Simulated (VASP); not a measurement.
# SrTiO3 (P1) in VASP: further runs, part 2 of 2

VASP 6.6.1.

**3. Single point, PBE**

Input file INCAR:

```
SYSTEM = SrTiO3
  ALGO = Normal
  EDIFF = 1E-6
  ENCUT = 520
  GGA = PE
  ISIF = 2
  ISMEAR = -1
  LASPH = .True.
  LCHARG = .True.
  LELF = .True.
  LREAL = Auto
  LVHAR = .True.
  LWAVE = .False.
  NBANDS = 96
  NELM = 100
  PREC = Accurate
  SIGMA = 0.24
```

Input file KPOINTS:

```
k-points
0
Gamma
  3 3 2
  0 0 0
```

Input file POSCAR:

```
SrTiO3
1.0
    5.5223300000      0.0000000000      0.0000000000
    0.0000000000      5.5223300000      0.0000000000
    0.0000000000      0.0000000000      7.8452640000
Sr Ti O
4 4 12
Direct
   -0.0118971521      0.5295952976      0.2332744953
    0.5040988134     -0.0024084037      0.2502019053
    0.5201789824     -0.0568781656      0.7590056880
   -0.0342246841      0.5467981812      0.7603313286
    0.0146315052      0.0192672296      0.0047289677
   -0.0062835796     -0.0357095646      0.5051072851
    0.4722644246      0.4474741640      0.4810673038
    0.4959319707      0.5215733214      0.0089098340
    0.7577417503      0.2510534503      0.5328055245
    0.2535886121      0.2421260591     -0.0895189760
    0.2564497232      0.1843786952      0.5131503541
    0.7210000127      0.1922376968      0.0313819905
   -0.0242470117     -0.0051970817      0.7525686835
   -0.0366149795     -0.0031870605      0.2560653153
    0.2343757074      0.7659810261     -0.0162518432
    0.7171610534      0.7214889367      0.5037688980
    0.7504441060      0.7453194575      0.0244988569
    0.2194001445      0.7054812009      0.5489426487
    0.4768820407      0.5533896019      0.2487997855
    0.5004590454      0.5745763111      0.7934978351
```

Potentials or basis: VASP PAW PBE potentials, release 64 (Sr_sv, Ti_sv, O).

Started as:

```bash
$ cat potpaw_PBE.64/Sr_sv/POTCAR potpaw_PBE.64/Ti_sv/POTCAR potpaw_PBE.64/O/POTCAR > POTCAR
$ mpirun -np 1 vasp_std > vasp.out
```

OUTCAR:

```text
SYSTEM = SrTiO3
   EDIFF = 1E-6
   ENCUT = 520
   GGA = PE
   ISIF = 2
   ISMEAR = -1
   LASPH = .True.
   LREAL = Auto
   NELM = 100
   PREC = Accurate

 ion  position               nearest neighbor table
   1  0.988  0.530  0.233-  17 2.41  14 2.59  19 2.71  15 2.72  16 2.80  19 2.83  12 2.86  14 2.95
                            18 2.95   9 3.08   6 3.21   8 3.24   5 3.25  11 3.26   8 3.31  10 3.33
   2  0.504  0.998  0.250-  12 2.35  19 2.46  14 2.54  17 2.63  11 2.68  16 2.77  15 2.87   9 2.97
                            14 2.99  19 3.07   7 3.08   8 3.24  18 3.25  10 3.29   5 3.32   6 3.37
   3  0.520  0.943  0.759-  20 2.06  10 2.51  13 2.53  15 2.56  16 2.59  17 2.67  18 2.68  11 2.76
                            12 2.77   9 2.79  13 3.02   8 3.05   6 3.29   4 3.29   5 3.37   5 3.42
   4  0.966  0.547  0.760-  18 2.34  13 2.48  20 2.59  15 2.60  10 2.60  16 2.62  17 2.63   9 2.68
                            20 2.97  13 3.05   6 3.06  12 3.19  11 3.22   8 3.25   5 3.25   3 3.29
   5  0.015  0.019  0.005-  15 1.86  12 1.89  10 1.95  13 1.99  14 2.00  17 2.11   1 3.25   4 3.25
                             2 3.32   1 3.34   3 3.37   2 3.42   3 3.42   4 3.50
   6  0.994  0.964  0.505-  11 1.89  18 1.93  13 1.95  14 1.97  16 2.03   9 2.06   4 3.06   1 3.21
                             3 3.29   2 3.37   2 3.46   3 3.53   1 3.78   4 3.79
   7  0.472  0.447  0.481-  11 1.90  19 1.91   9 1.96  16 2.04  18 2.06   2 3.08   1 3.34   1 3.48
                             3 3.51   4 3.54   2 3.54   3 3.55   4 3.60
   8  0.496  0.522  0.009-  20 1.72  17 1.88  19 1.89  15 1.99  10 2.18  12 2.21   3 3.05   1 3.24
                             2 3.24   4 3.25   1 3.31   2 3.46   4 3.52   3 3.75
   9  0.758  0.251  0.533-   7 1.96   6 2.06   4 2.68   3 2.79   2 2.97   1 3.08
  10  0.254  0.242  0.910-   5 1.95   8 2.18   3 2.51   4 2.60   2 3.29   1 3.33
  11  0.256  0.184  0.513-   6 1.89   7 1.90   2 2.68   3 2.76   4 3.22   1 3.26
  12  0.721  0.192  0.031-   5 1.89   8 2.21   2 2.35   3 2.77   1 2.86   4 3.19
  13  0.976  0.995  0.753-   6 1.95   5 1.99   4 2.48   3 2.53   3 3.02   4 3.05
  14  0.963  0.997  0.256-   6 1.97   5 2.00   2 2.54   1 2.59   1 2.95   2 2.99
  15  0.234  0.766  0.984-   5 1.86   8 1.99   3 2.56   4 2.60   1 2.72   2 2.87
  16  0.717  0.721  0.504-   6 2.03   7 2.04   3 2.59   4 2.62   2 2.77   1 2.80
  17  0.750  0.745  0.024-   8 1.88   5 2.11   1 2.41   4 2.63   2 2.63   3 2.67
  18  0.219  0.705  0.549-   6 1.93   7 2.06   4 2.34   3 2.68   1 2.95   2 3.25
  19  0.477  0.553  0.249-   8 1.89   7 1.91   2 2.46   1 2.71   1 2.83   2 3.07
  20  0.500  0.575  0.793-   8 1.72   3 2.06   4 2.59   4 2.97   3 3.50

  LATTYP: Found a simple tetragonal cell.
 ALAT       =     5.5223300000
 C/A-ratio  =     1.4206438224

  Lattice vectors:

 A1 = (   5.5223300000,   0.0000000000,   0.0000000000)
 A2 = (   0.0000000000,   5.5223300000,   0.0000000000)
 A3 = (   0.0000000000,   0.0000000000,   7.8452640000)

Analysis of symmetry for initial positions (statically):
=====================================================================
 Subroutine PRICEL returns:
 Original cell was already a primitive cell.

 Routine SETGRP: Setting up the symmetry group for a
 simple tetragonal supercell.

 Subroutine GETGRP returns: Found  1 space group operations
 (whereof  1 operations were pure point group operations)
 out of a pool of 16 trial point group operations.

The static configuration has the point symmetry C_1 .

Analysis of symmetry for dynamics (positions and initial velocities):
=====================================================================
 Subroutine PRICEL returns:
 Original cell was already a primitive cell.

[... 112 lines left out ...]
   total plane-waves  NPLWV = 105840
   dimension x,y,z NGX =    42 NGY =   42 NGZ =   60
   dimension x,y,z NGXF=    84 NGYF=   84 NGZF=  120
   ions per type =               4   4  12
   NGX,Y,Z   is equivalent  to a cutoff of  12.64, 12.64, 12.71 a.u.
   NGXF,Y,Z  is equivalent  to a cutoff of  25.29, 25.29, 25.43 a.u.
 SYSTEM =  SrTiO3
   PREC   = accura    normal or accurate (medium, high low for compatibility)
   ISTART =      0    job   : 0-new  1-cont  2-samecut
   ICHARG =      2    charge: 1-file 2-atom 10-const
   ISPIN  =      1    spin polarized calculation?
   LNONCOLLINEAR =      F non collinear calculations
   LSORBIT =      F    spin-orbit coupling
   LASPH  =      T    aspherical Exc in radial PAW
   ENCUT  =  520.0 eV  38.22 Ry    6.18 a.u.  10.27 10.27 14.59*2*pi/ulx,y,z
   NELM   =    100;   NELMIN=  2; NELMDL= -5     # of ELM steps
   EDIFF  = 0.1E-05   stopping-criterion for ELM
   LREAL  =      T    real-space projection
   EDIFFG = 0.1E-04   stopping-criterion for IOM
   NSW    =      0    number of steps for IOM
   IBRION =     -1    ionic relax: 0-MD 1-quasi-New 2-CG
   NFREE  =      0    steps in history (QN), initial steepest desc. (CG)
   ISIF   =      2    stress and relaxation
   ISYM   =      2    0-nonsym 1-usesym 2-fastsym
   POTIM  = 0.5000    time-step for ionic-motion
   TEBEG  =    0.0;   TEEND  =   0.0 temperature during run
   PSTRESS=    0.0 pullay stress
   NELECT =     160.0000    total number of electrons
   NUPDOWN=      -1.0000    fix difference up-down
   EMIN   =  10.00;   EMAX   =-10.00  energy-range for DOS
   EFERMI =   0.00;   METHOD = LEGACY
   ISMEAR =    -1;   SIGMA  =   0.24  broadening in eV -4-tet -1-fermi 0-gaus
   EFERMI_NEDOS =   21; number of points for ismear=-14 and -15
   IALGO  =     38    algorithm
   IMIX   =      4    mixing-type and parameters
     AMIX     =   0.40;   BMIX     =  1.00
     AMIX_MAG =   1.60;   BMIX_MAG =  1.00
  volume/ion in A,a.u.               =      11.96        80.73
  Fermi-wavevector in a.u.,A,eV,Ry     =   1.431630  2.705388 27.886010  2.049564
  Thomas-Fermi vector in A             =   2.551345
   LORBIT       =      0    0 simple, 1 ext, 2 COOP (PROOUT), +10 PAW based schemes
   GGA     = PE    functional components
   LHFCALC =     F    Hartree Fock is set to
   AEXX    =    0.0000 exact exchange contribution
   IVDW    =     0    specifies the selected vdW correction
   LEPSILON=     F    determine dielectric tensor
   LRPA    =     F    only Hartree local field effects (RPA)
 non-spin polarized calculation
  energy-cutoff  :      520.00
  volume of cell :      239.25
 maximum number of plane-waves:      6473
 NGX is ok and might be reduce to    42
   NGX = 21   NGY = 21   NGZ = 29

 number of electron     160.0000011 magnetization

 Free energy of the ion-electron system (eV)
  ---------------------------------------------------
  ext. energy  EPLUGINS =         0.00000000
  ---------------------------------------------------
  free energy    TOTEN  =      -153.89668532 eV

  energy without entropy =     -153.79303158  energy(sigma->0) =     -153.84485845

 E-fermi :   5.2935     XC(G=0): -11.2089

 val. band max:        4.2573003790   @ k =   0.0000   0.0000   0.0000
 cond. band min:       6.0545975373   @ k =   0.0000   0.0000   0.0000
 fundamental gap:      1.7972971584
 Fermi energy:         5.2934791076

 k-point     1 :       0.0000    0.0000    0.0000
  band No.  band energies     occupation
      1     -52.7919      2.00000
      2     -52.3323      2.00000
      3     -52.1459      2.00000
      4     -52.0923      2.00000
      5     -29.3024      2.00000
      6     -29.1505      2.00000
[... 939 lines left out ...]
     91       7.9858      0.00003
     92       8.0704      0.00002
 [bands above 92 left out]

------------------------ aborting loop because EDIFF is reached ----------------------------------------

  FORCE on cell =-STRESS in cart. coord.  units (eV):
  Direction    XX          YY          ZZ          XY          YZ          ZX
  --------------------------------------------------------------------------------------
  -------------------------------------------------------------------------------------
  Total       11.8093525     21.4347497     18.1930437      0.2302180     -0.6167237      1.2427818
  in kB       79.0832297    143.5412506    121.8326448      1.5416916     -4.1299893      8.3224886
  external PRESSURE =     114.8190417 kB  Pullay stress =       0.0000000 kB

 VOLUME and BASIS-vectors are now :
 -----------------------------------------------------------------------------
  energy-cutoff  :      520.00
  volume of cell :      239.25
      direct lattice vectors                 reciprocal lattice vectors
     5.522330000  0.000000000  0.000000000     0.181082985  0.000000000  0.000000000
     0.000000000  5.522330000  0.000000000     0.000000000  0.181082985  0.000000000
     0.000000000  0.000000000  7.845264000     0.000000000  0.000000000  0.127465436

 POSITION                                       TOTAL-FORCE (eV/Angst)
 -----------------------------------------------------------------------------------
      5.45663      2.92460      1.83010        -0.435028     -0.518434      0.916832
      2.78380      5.50903      1.96290         0.266886     -0.617177      0.350585
      2.87260      5.20823      5.95460        -0.519435      4.963629     -0.983056
      5.33333      3.01960      5.96500         0.205300     -2.145581      0.143087
      0.08080      0.10640      0.03710        -0.455744      1.147885     -2.397217
      5.48763      5.32513      3.96270        -1.108463      0.476445      1.726846
[... 12 lines left out ...]
      2.63350      3.05600      1.95190        -1.354292     -2.128847      2.326320
      2.76370      3.17300      6.22520         1.045409     -4.462996     -2.914018
 -----------------------------------------------------------------------------------
    total drift:                               -0.002398     -0.002643     -0.012803

  FREE ENERGIE OF THE ION-ELECTRON SYSTEM (eV)
  ---------------------------------------------------
  free  energy   TOTEN  =      -153.8966853180 eV

  energy  without entropy=     -153.7930315760  energy(sigma->0) =     -153.84485845
```

Run time: 5.1 min. Hardware: 1 thread of AMD EPYC 9R45 (Zen 5), shared host; peak memory 0.37 GiB.

Results:

```yaml
Free_energy: -153.8967 eV
Pressure: 11.5 GPa
Largest_force: 5.432 eV/Å
Band_gap_on_the_k_mesh: 1.80 eV
```

Forces on the atoms (eV/Å):
```
Sr  -0.435 -0.518  0.917
Sr   0.267 -0.617  0.351
Sr  -0.519  4.964 -0.983
Sr   0.205 -2.146  0.143
Ti  -0.456  1.148 -2.397
Ti  -1.108  0.476  1.727
Ti   1.538  2.148  2.618
Ti  -0.074 -2.203 -2.028
O   -1.687  0.440 -1.624
O   -1.068  0.413  3.723
O    1.510  1.702 -1.238
O   -0.372  3.171 -0.631
O   -1.050 -0.788 -0.263
O    2.082 -0.079  0.870
O    0.130 -0.893  2.547
O    0.644  0.774 -0.627
O    0.424 -0.820 -0.118
O    0.278 -0.581 -2.398
O   -1.354 -2.129  2.326
O    1.045 -4.463 -2.914
```

Caveat: the cell stands under pressure; an odd mesh through Γ misses points on the zone boundary, where band edges can lie; forces of over 1 eV/Å act on the atoms, so gaps and moduli don't describe the material at rest.

**4. Single point, PBE**

Input file INCAR:

```
PREC = Accurate
ENCUT = 520
EDIFF = 1E-6
ISMEAR = -1
SIGMA = 0.24
LREAL = Auto
LASPH = True
NELM = 60
ALGO = Normal
ISIF = 2
LWAVE = False
LCHARG = True
GGA = PE
LELF = True
LVHAR = True
NBANDS = 96
```

Input file KPOINTS:

```
Automatic mesh
0
Gamma
  3 3 2
```

Input file POSCAR:

```
SrTiO3
1.0
    5.5223300000      0.0000000000      0.0000000000
    0.0000000000      5.5223300000      0.0000000000
    0.0000000000      0.0000000000      7.8452640000
Sr Ti O
4 4 12
Direct
   -0.0129836500      0.5498947002      0.2432422924
    0.4978695587     -0.0300235589      0.2788306423
    0.4834734614     -0.0647190588      0.7603058355
   -0.0211686009      0.5511622811      0.7377062136
   -0.0035311182      0.0303314000      0.0100442764
   -0.0001991913     -0.0150661043      0.5291090268
    0.4911151633      0.4955879131      0.5236662527
    0.5171186800      0.5140402692      0.0069978525
    0.7705262090      0.2081186745      0.4825459029
    0.2074848841      0.2152352359     -0.0520568843
    0.3271264122      0.1200218024      0.5357754691
    0.7414261734      0.2707371707      0.0034798064
    0.0064827709     -0.0620390306      0.7565965913
    0.0459769699      0.0252791847      0.2417509468
    0.2658298218      0.7410096825      0.0186481934
    0.7161288804      0.7698743103      0.5159163541
    0.7837995918      0.7265411520     -0.0132691519
    0.1636265852      0.6559550045      0.4577793685
    0.4898475825      0.4808115415      0.2646054996
    0.4918032787      0.4558945228      0.7426263794
```

Started as:

```bash
$ cat potpaw_PBE.64/Sr_sv/POTCAR potpaw_PBE.64/Ti_sv/POTCAR potpaw_PBE.64/O/POTCAR > POTCAR
$ mpirun -np 1 vasp_std > vasp.out
```

It took 4.6 min on 1 thread of AMD EPYC 9R45 (Zen 5), shared host; peak memory 0.37 GiB.

It converged, with:

- Free energy: -153.7958 eV
- Pressure: 15.8 GPa
- Largest force: 6.731 eV/Å
- Band gap on the k mesh: 2.25 eV (least direct gap 2.31 eV)

Forces on the atoms (eV/Å):
```
Sr  -1.394 -2.701 -3.016
Sr  -0.217  1.038 -0.840
Sr   0.562  2.069  1.692
Sr   0.300 -4.649  1.194
Ti  -2.400 -2.518  1.726
Ti   1.440  1.984 -2.576
Ti  -0.439 -2.156 -4.935
Ti  -0.886 -0.629  1.666
O    0.394  2.510  1.100
O    4.771  4.540 -0.731
O   -2.108  1.683 -1.133
O    0.093 -2.141 -0.172
O   -0.222  1.787 -0.544
O   -0.818 -0.341  0.664
O    0.477 -0.329 -0.904
O   -1.443 -2.807 -0.204
O   -2.307  0.129  0.625
O    3.634  1.218  5.533
O    0.566 -0.070 -1.266
O   -0.001  1.380  2.121
```

Stress tensor (GPa, compression positive):
```
12.25  2.14  0.60
 2.14 16.20 -0.64
 0.60 -0.64 18.84
```

Levels at points of the mesh, in eV from the valence-band top:
| k point | band 76 | band 77 | band 78 | band 79 | band 80 | band 81 | band 82 | band 83 | band 84 | band 85 |
| --- | --- | --- | --- | --- | --- | --- | --- | --- | --- | --- |
| (0.00, 0.00, 0.00) | -0.58 | -0.42 | -0.26 | -0.20 | 0.00 | 2.31 | 2.49 | 2.80 | 3.05 | 3.40 |
| (0.00, 0.00, 0.50) | -0.65 | -0.49 | -0.32 | -0.25 | -0.12 | 2.38 | 2.77 | 2.87 | 3.02 | 3.11 |

Caveat: the cell stands under pressure; an odd mesh through Γ misses points on the zone boundary, where band edges can lie; forces of over 1 eV/Å act on the atoms, so gaps and moduli don't describe the material at rest.

**5. Overview**

```tsv
cell	gap on the mesh (eV)	pressure (GPa)	largest force (eV/Å)
as given, atomic positions A	1.86	14.6	4.62
as given, atomic positions B	1.80	11.5	5.43
as given, atomic positions C	2.25	15.8	6.73
```

Alike in all rows: task single point; level PBE; potentials or basis VASP PAW PBE potentials, release 64 (Sr_sv, Ti_sv, O); no spin polarisation; k mesh 3 × 3 × 2; cutoff (eV) 520; smearing fermi-dirac 0.24 eV.

Caveats: the cell stands under pressure; an odd mesh through Γ misses points on the zone boundary, where band edges can lie; forces of over 1 eV/Å act on the atoms, so gaps and moduli don't describe the material at rest.

Total energies depend on the potentials used, so only differences within one code and one set of settings carry meaning.
